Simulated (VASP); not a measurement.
# AlN in VASP: a series of runs

The runs below take AlN through single point, with PBE.

Program: VASP 6.6.1. These are calculated values, not measurements. Logs are shortened: lines on timing, memory, paths and dates and some standing lists are left out, and cuts for length are marked.

### Step 1. The cell of the first run

The typed cell holds 16 atoms: a = 6.260 Å, b = 6.260 Å, c = 5.017 Å, α = 90.00°, β = 90.00°, γ = 120.00°.

### Step 2. Single point, PBE

INCAR reads:

```
ALGO = Normal
EDIFF = 1E-6
ENCUT = 700
GGA = PE
GGA_COMPAT = F
ISIF = 2
ISMEAR = 0
ISYM = -1
LASPH = T
LCHARG = F
LREAL = Auto
LWAVE = F
NBANDS = 46
NELM = 120
PREC = Accurate
SIGMA = 0.01
```

KPOINTS reads:

```
explicit points
2
Reciprocal
  0.25000000   0.25000000   0.12500000 1
  0.25000000   0.25000000   0.62500000 1
```

POSCAR reads:

```
AlN
1.0
    6.2595139092      0.0000000618      0.0000000000
   -3.1297570081      5.4208980298      0.0000000000
    0.0000000000      0.0000000000      5.0174032950
Al N
8 8
Direct
    0.3335524029      0.1664661886      0.5000247806
    0.1664661886      0.3335524029      1.0000247806
    0.3335524029      0.6664661886      0.5000247806
    0.1664661886      0.8335524029      1.0000247806
    0.8335524029      0.1664661886      0.5000247806
    0.6664661886      0.3335524029      1.0000247806
    0.8335524029      0.6664661886      0.5000247806
    0.6664661886      0.8335524029      1.0000247806
    0.3319615438      0.1680198647      0.8799752194
    0.1680198647      0.3319615438      0.3799752194
    0.3319615438      0.6680198647      0.8799752194
    0.1680198647      0.8319615438      0.3799752194
    0.8319615438      0.1680198647      0.8799752194
    0.6680198647      0.3319615438      0.3799752194
    0.8319615438      0.6680198647      0.8799752194
    0.6680198647      0.8319615438      0.3799752194
```

Potentials or basis: VASP PAW PBE potentials, release 64 (Al, N).

Command:

```
$ cat potpaw_PBE.64/Al/POTCAR potpaw_PBE.64/N/POTCAR > POTCAR
$ mpirun -np 1 vasp_std > vasp.out
```

OUTCAR:

```text
EDIFF = 1E-6
   ENCUT = 700
   GGA = PE
   ISIF = 2
   ISMEAR = 0
   ISYM = -1
   LASPH = T
   LREAL = Auto
   NELM = 120
   PREC = Accurate

 ion  position               nearest neighbor table
   1  0.334  0.166  0.500-  10 1.89   9 1.91  14 1.91  12 1.91   4 3.09   4 3.09   6 3.09   6 3.09
                             2 3.09   2 3.09   3 3.13   3 3.13   5 3.13   5 3.13   7 3.13   7 3.13
   2  0.166  0.334  0.000-   9 1.89  10 1.91  11 1.91  13 1.91   3 3.09   3 3.09   5 3.09   5 3.09
                             1 3.09   1 3.09   4 3.13   4 3.13   6 3.13   6 3.13   8 3.13   8 3.13
   3  0.334  0.666  0.500-  12 1.89  11 1.91  16 1.91  10 1.91   2 3.09   2 3.09   8 3.09   8 3.09
                             4 3.09   4 3.09   1 3.13   1 3.13   7 3.13   7 3.13   5 3.13   5 3.13
   4  0.166  0.834  0.000-  11 1.89  12 1.91   9 1.91  15 1.91   1 3.09   1 3.09   7 3.09   7 3.09
                             3 3.09   3 3.09   2 3.13   2 3.13   8 3.13   8 3.13   6 3.13   6 3.13
   5  0.834  0.166  0.500-  14 1.89  13 1.91  10 1.91  16 1.91   8 3.09   8 3.09   2 3.09   2 3.09
                             6 3.09   6 3.09   7 3.13   7 3.13   1 3.13   1 3.13   3 3.13   3 3.13
   6  0.666  0.334  0.000-  13 1.89  14 1.91  15 1.91   9 1.91   7 3.09   7 3.09   1 3.09   1 3.09
                             5 3.09   5 3.09   8 3.13   8 3.13   2 3.13   2 3.13   4 3.13   4 3.13
   7  0.834  0.666  0.500-  16 1.89  15 1.91  12 1.91  14 1.91   6 3.09   6 3.09   4 3.09   4 3.09
                             8 3.09   8 3.09   5 3.13   5 3.13   3 3.13   3 3.13   1 3.13   1 3.13
   8  0.666  0.834  0.000-  15 1.89  16 1.91  13 1.91  11 1.91   5 3.09   5 3.09   3 3.09   3 3.09
                             7 3.09   7 3.09   6 3.13   6 3.13   4 3.13   4 3.13   2 3.13   2 3.13
   9  0.332  0.168  0.880-   2 1.89   1 1.91   4 1.91   6 1.91
  10  0.168  0.332  0.380-   1 1.89   2 1.91   5 1.91   3 1.91
  11  0.332  0.668  0.880-   4 1.89   3 1.91   2 1.91   8 1.91
  12  0.168  0.832  0.380-   3 1.89   4 1.91   7 1.91   1 1.91
  13  0.832  0.168  0.880-   6 1.89   5 1.91   8 1.91   2 1.91
  14  0.668  0.332  0.380-   5 1.89   6 1.91   1 1.91   7 1.91
  15  0.832  0.668  0.880-   8 1.89   7 1.91   6 1.91   4 1.91
  16  0.668  0.832  0.380-   7 1.89   8 1.91   3 1.91   5 1.91

IMPORTANT INFORMATION: All symmetrisations will be switched off!
NOSYMM: (Re-)initialisation of all symmetry stuff for point group C_1.

----------------------------------------------------------------------------------------

                                     Primitive cell

  volume of cell :     170.2515

  direct lattice vectors                    reciprocal lattice vectors
     6.259513909  0.000000062  0.000000000     0.159756813  0.092235641  0.000000000
    -3.129757008  5.420898030  0.000000000    -0.000000002  0.184471279  0.000000000
     0.000000000  0.000000000  5.017403295     0.000000000  0.000000000  0.199306283

  length of vectors
     6.259513909  6.259513909  5.017403295     0.184471279  0.184471279  0.199306283

  position of ions in fractional coordinates (direct lattice)
     0.333552403  0.166466189  0.500024781
     0.166466189  0.333552403  0.000024781
     0.333552403  0.666466189  0.500024781
     0.166466189  0.833552403  0.000024781
     0.833552403  0.166466189  0.500024781
     0.666466189  0.333552403  0.000024781
     0.833552403  0.666466189  0.500024781
     0.666466189  0.833552403  0.000024781
     0.331961544  0.168019865  0.879975219
     0.168019865  0.331961544  0.379975219
     0.331961544  0.668019865  0.879975219
     0.168019865  0.831961544  0.379975219
     0.831961544  0.168019865  0.879975219
     0.668019865  0.331961544  0.379975219
     0.831961544  0.668019865  0.879975219
     0.668019865  0.831961544  0.379975219

  ion indices of the primitive-cell ions
   primitive index   ion index
                 1           1
                 2           2
                 3           3
                 4           4
                 5           5
                 6           6
                 7           7
                 8           8
                 9           9
                10          10
                11          11
                12          12
                13          13
                14          14
                15          15
                16          16

----------------------------------------------------------------------------------------

 KPOINTS: explicit points

Read explicit list of k-points.

 Found      2 k-points:

 Following reciprocal coordinates:
            Coordinates               Weight
  0.250000  0.250000  0.125000      0.500000
  0.250000  0.250000  0.625000      0.500000
   k-points           NKPTS =      2   k-points in BZ     NKDIM =      2   number of bands    NBANDS=     46
   number of dos      NEDOS =    301   number of ions     NIONS =     16
   total plane-waves  NPLWV = 139968
   dimension x,y,z NGX =    54 NGY =   54 NGZ =   48
   dimension x,y,z NGXF=   108 NGYF=  108 NGZF=   96
   ions per type =               8   8
   NGX,Y,Z   is equivalent  to a cutoff of  14.34, 14.34, 15.90 a.u.
   NGXF,Y,Z  is equivalent  to a cutoff of  28.68, 28.68, 31.81 a.u.
 SYSTEM =  unknown system
   PREC   = accura    normal or accurate (medium, high low for compatibility)
   ISTART =      0    job   : 0-new  1-cont  2-samecut
   ICHARG =      2    charge: 1-file 2-atom 10-const
   ISPIN  =      1    spin polarized calculation?
   LNONCOLLINEAR =      F non collinear calculations
   LSORBIT =      F    spin-orbit coupling
   LASPH  =      T    aspherical Exc in radial PAW
   ENCUT  =  700.0 eV  51.45 Ry    7.17 a.u.  13.50 13.50 10.82*2*pi/ulx,y,z
   NELM   =    120;   NELMIN=  2; NELMDL= -5     # of ELM steps
   EDIFF  = 0.1E-05   stopping-criterion for ELM
   LREAL  =      T    real-space projection
   EDIFFG = 0.1E-04   stopping-criterion for IOM
   NSW    =      0    number of steps for IOM
   IBRION =     -1    ionic relax: 0-MD 1-quasi-New 2-CG
   NFREE  =      0    steps in history (QN), initial steepest desc. (CG)
   ISIF   =      2    stress and relaxation
   ISYM   =     -1    0-nonsym 1-usesym 2-fastsym
   POTIM  = 0.5000    time-step for ionic-motion
   TEBEG  =    0.0;   TEEND  =   0.0 temperature during run
   PSTRESS=    0.0 pullay stress
   NELECT =      64.0000    total number of electrons
   NUPDOWN=      -1.0000    fix difference up-down
   EMIN   =  10.00;   EMAX   =-10.00  energy-range for DOS
   EFERMI =   0.00;   METHOD = LEGACY
   ISMEAR =     0;   SIGMA  =   0.01  broadening in eV -4-tet -1-fermi 0-gaus
   EFERMI_NEDOS =   21; number of points for ismear=-14 and -15
   IALGO  =     38    algorithm
   IMIX   =      4    mixing-type and parameters
     AMIX     =   0.40;   BMIX     =  1.00
     AMIX_MAG =   1.60;   BMIX_MAG =  1.00
  volume/ion in A,a.u.               =      10.64        71.81
  Fermi-wavevector in a.u.,A,eV,Ry     =   1.181511  2.232733 18.993310  1.395969
  Thomas-Fermi vector in A             =   2.317783
   LORBIT       =      0    0 simple, 1 ext, 2 COOP (PROOUT), +10 PAW based schemes
   GGA     = PE    functional components
   LHFCALC =     F    Hartree Fock is set to
   AEXX    =    0.0000 exact exchange contribution
   IVDW    =     0    specifies the selected vdW correction
   LEPSILON=     F    determine dielectric tensor
   LRPA    =     F    only Hartree local field effects (RPA)
 non-spin polarized calculation
 Gauss-broadening in eV      SIGMA  =   0.01
  energy-cutoff  :      700.00
  volume of cell :      170.25
 maximum number of plane-waves:      7155
 NGX is ok and might be reduce to    54
   NGX = 27   NGY = 27   NGZ = 21

 number of electron      64.0000003 magnetization

 Free energy of the ion-electron system (eV)
  ---------------------------------------------------
  ext. energy  EPLUGINS =         0.00000000
  ---------------------------------------------------
  free energy    TOTEN  =      -120.71688267 eV

  energy without entropy =     -120.71688267  energy(sigma->0) =     -120.71688267

 E-fermi :   5.6379     XC(G=0): -10.8439

 val. band max:        5.5594660115   @ k =   0.2500   0.2500   0.1250
 cond. band min:      11.3476060053   @ k =   0.2500   0.2500   0.1250
 fundamental gap:      5.7881399937
 Fermi energy:         5.6378790139

 k-point     1 :       0.2500    0.2500    0.1250
  band No.  band energies     occupation
      1      -8.5443      2.00000
      2      -7.9127      2.00000
      3      -7.9127      2.00000
      4      -6.8905      2.00000
      5      -6.8857      2.00000
      6      -6.6395      2.00000
      7      -6.6344      2.00000
      8      -6.6344      2.00000
      9       0.8290      2.00000
     10       1.0854      2.00000
     11       1.3231      2.00000
     12       1.3231      2.00000
     13       1.9016      2.00000
     14       2.0375      2.00000
     15       2.0375      2.00000
     16       2.1689      2.00000
     17       2.6397      2.00000
     18       2.6397      2.00000
     19       3.3783      2.00000
     20       3.4008      2.00000
     21       3.5700      2.00000
     22       3.6473      2.00000
     23       3.8783      2.00000
     24       3.8783      2.00000
     25       4.1410      2.00000
     26       4.5990      2.00000
     27       4.8881      2.00000
     28       4.8881      2.00000
     29       5.1888      2.00000
     30       5.1888      2.00000
     31       5.3015      2.00000
     32       5.5595      2.00000
     33      11.3476      0.00000
     34      11.9143      0.00000
     35      12.3618      0.00000
     36      12.3618      0.00000
     37      12.9946      0.00000
     38      12.9946      0.00000
     39      13.8438      0.00000
     40      14.0086      0.00000
     41      14.1096      0.00000
     42      14.1096      0.00000
     43      14.4245      0.00000
     44      14.9015      0.00000

 k-point     2 :       0.2500    0.2500    0.6250
  band No.  band energies     occupation
      1      -8.1390      2.00000
      2      -7.5772      2.00000
      3      -7.5772      2.00000
      4      -7.4678      2.00000
      5      -7.0515      2.00000
      6      -7.0515      2.00000
      7      -6.7897      2.00000
      8      -6.6839      2.00000
      9       0.9291      2.00000
     10       1.1465      2.00000
     11       1.2197      2.00000
     12       1.2197      2.00000
     13       1.6812      2.00000
     14       1.6918      2.00000
     15       1.6918      2.00000
     16       2.1943      2.00000
     17       2.7494      2.00000
     18       2.9157      2.00000
     19       3.6384      2.00000
     20       3.6385      2.00000
     21       4.0144      2.00000
     22       4.0528      2.00000
     23       4.0528      2.00000
     24       4.4731      2.00000
     25       4.4731      2.00000
     26       4.4958      2.00000
     27       4.7581      2.00000
     28       4.9900      2.00000
     29       5.0178      2.00000
     30       5.0982      2.00000
     31       5.1147      2.00000
     32       5.1147      2.00000
     33      12.0507      0.00000
     34      12.0507      0.00000
     35      12.2805      0.00000
     36      12.3614      0.00000
     37      12.6366      0.00000
     38      12.6366      0.00000
     39      13.2324      0.00000
     40      13.2494      0.00000
     41      14.1935      0.00000
     42      14.5145      0.00000
     43      14.7951      0.00000
     44      14.8598      0.00000
 [bands above 44 left out]

------------------------ aborting loop because EDIFF is reached ----------------------------------------

  FORCE on cell =-STRESS in cart. coord.  units (eV):
  Direction    XX          YY          ZZ          XY          YZ          ZX
  --------------------------------------------------------------------------------------
  -------------------------------------------------------------------------------------
  Total        0.0908347     -4.9880455      2.4678516     -4.3983297      0.1337755      0.0772402
  in kB        0.8548134    -46.9407617     23.2240934    -41.3911509      1.2589147      0.7268805
  external PRESSURE =      -7.6206183 kB  Pullay stress =       0.0000000 kB

 VOLUME and BASIS-vectors are now :
 -----------------------------------------------------------------------------
  energy-cutoff  :      700.00
  volume of cell :      170.25
      direct lattice vectors                 reciprocal lattice vectors
     6.259513909  0.000000062  0.000000000     0.159756813  0.092235641  0.000000000
    -3.129757008  5.420898030  0.000000000    -0.000000002  0.184471279  0.000000000
     0.000000000  0.000000000  5.017403295     0.000000000  0.000000000  0.199306283

 POSITION                                       TOTAL-FORCE (eV/Angst)
 -----------------------------------------------------------------------------------
      1.56688      0.90240      2.50883         0.000589     -0.000301      0.007958
     -0.00194      1.80815      0.00012        -0.000552      0.000363      0.007968
      0.00200      3.61285      2.50883         0.000581     -0.000284      0.007979
     -1.56682      4.51860      0.00012        -0.000517      0.000362      0.007986
      4.69663      0.90240      2.50883         0.000578     -0.000299      0.007978
      3.12782      1.80815      0.00012        -0.000523      0.000338      0.007984
      3.13176      3.61285      2.50883         0.000580     -0.000288      0.007948
      1.56294      4.51860      0.00012        -0.000562      0.000374      0.007973
      1.55206      0.91082      4.41519         0.004649     -0.002747     -0.007972
      0.01276      1.79953      1.90649        -0.004713      0.002671     -0.007960
     -0.01282      3.62127      4.41519         0.004678     -0.002745     -0.007967
     -1.55211      4.50998      1.90649        -0.004696      0.002688     -0.007974
      4.68181      0.91082      4.41519         0.004657     -0.002752     -0.007970
      3.14252      1.79953      1.90649        -0.004705      0.002666     -0.007977
      3.11694      3.62127      4.41519         0.004641     -0.002734     -0.007986
      1.57764      4.50998      1.90649        -0.004686      0.002687     -0.007967
 -----------------------------------------------------------------------------------
    total drift:                               -0.000276     -0.000433      0.011857

  FREE ENERGIE OF THE ION-ELECTRON SYSTEM (eV)
  ---------------------------------------------------
  free  energy   TOTEN  =      -120.7168826692 eV

  energy  without entropy=     -120.7168826692  energy(sigma->0) =     -120.71688267
```

It took 40 s on 1 thread of Intel Xeon Platinum 8488C (Sapphire Rapids), shared host; peak memory 0.32 GiB.

What came out:

```
Free energy            : -120.7169 eV
Pressure               : -0.8 GPa
Largest force          : 0.010 eV/Å
Band gap on the k mesh : 5.79 eV
```

Forces in eV/Å, atoms in the order of the input:
```
Al   0.001  0.000  0.008
Al  -0.001  0.000  0.008
Al   0.001  0.000  0.008
Al  -0.001  0.000  0.008
Al   0.001  0.000  0.008
Al  -0.001  0.000  0.008
Al   0.001  0.000  0.008
Al  -0.001  0.000  0.008
N    0.005 -0.003 -0.008
N   -0.005  0.003 -0.008
N    0.005 -0.003 -0.008
N   -0.005  0.003 -0.008
N    0.005 -0.003 -0.008
N   -0.005  0.003 -0.008
N    0.005 -0.003 -0.008
N   -0.005  0.003 -0.008
```

Caveat: the stress differs along the axes, from -5 to 2 GPa; a shifted mesh leaves out Γ, where band edges can lie.

### Step 3. Single point, PBE

INCAR reads:

```
  ALGO = Normal
  EDIFF = 1E-6
  ENCUT = 700
  GGA = PE
  GGA_COMPAT = False
  ISIF = 2
  ISMEAR = -1
  ISYM = -1
  LASPH = True
  LCHARG = False
  LREAL = Auto
  LWAVE = False
  NBANDS = 46
  NELM = 120
  PREC = Accurate
  SIGMA = 0.01
```

KPOINTS is that of step 2.

POSCAR, as its differences from that of step 2:

```diff
@@ -9,9 +9,9 @@
     0.3335524029      0.1664661886      0.5000247806
-    0.1664661886      0.3335524029      1.0000247806
     0.3335524029      0.6664661886      0.5000247806
-    0.1664661886      0.8335524029      1.0000247806
     0.8335524029      0.1664661886      0.5000247806
-    0.6664661886      0.3335524029      1.0000247806
     0.8335524029      0.6664661886      0.5000247806
-    0.6664661886      0.8335524029      1.0000247806
+    0.1664661886      0.3335524029      0.0000247806
+    0.1664661886      0.8335524029      0.0000247806
+    0.6664661886      0.3335524029      0.0000247806
+    0.6664661886      0.8335524029      0.0000247806
     0.3319615438      0.1680198647      0.8799752194
```

Potentials or basis: VASP PAW PBE potentials, release 64 (Al, N).

Command:

```
$ cat potpaw_PBE.64/Al/POTCAR potpaw_PBE.64/N/POTCAR > POTCAR
$ mpirun -np 1 vasp_std > vasp.out
```

Run time: 39 s. Hardware: 1 thread of Intel Xeon Platinum 8488C (Sapphire Rapids), shared host; peak memory 0.32 GiB.

The run converged. Its results:

```
Free energy            : -120.7169 eV
Pressure               : -0.8 GPa
Largest force          : 0.010 eV/Å
Band gap on the k mesh : 5.79 eV
```

Forces in eV/Å, atoms in the order of the input:
```
Al   0.001  0.000  0.008
Al   0.001  0.000  0.008
Al   0.001  0.000  0.008
Al   0.001  0.000  0.008
Al  -0.001  0.000  0.008
Al  -0.001  0.000  0.008
Al  -0.001  0.000  0.008
Al  -0.001  0.000  0.008
N    0.005 -0.003 -0.008
N   -0.005  0.003 -0.008
N    0.005 -0.003 -0.008
N   -0.005  0.003 -0.008
N    0.005 -0.003 -0.008
N   -0.005  0.003 -0.008
N    0.005 -0.003 -0.008
N   -0.005  0.003 -0.008
```

Stress tensor (GPa, compression positive):
```
 0.09 -4.14  0.07
-4.14 -4.69  0.13
 0.07  0.13  2.32
```

Levels at points of the mesh, in eV from the valence-band top:
```tsv
k point	band 28	band 29	band 30	band 31	band 32	band 33	band 34	band 35	band 36	band 37
(0.25, 0.25, 0.12)	-0.67	-0.37	-0.37	-0.26	0.00	5.79	6.35	6.80	6.80	7.44
```

Caveat: the stress differs along the axes, from -5 to 2 GPa; a shifted mesh leaves out Γ, where band edges can lie. A k mesh can miss the band edges.
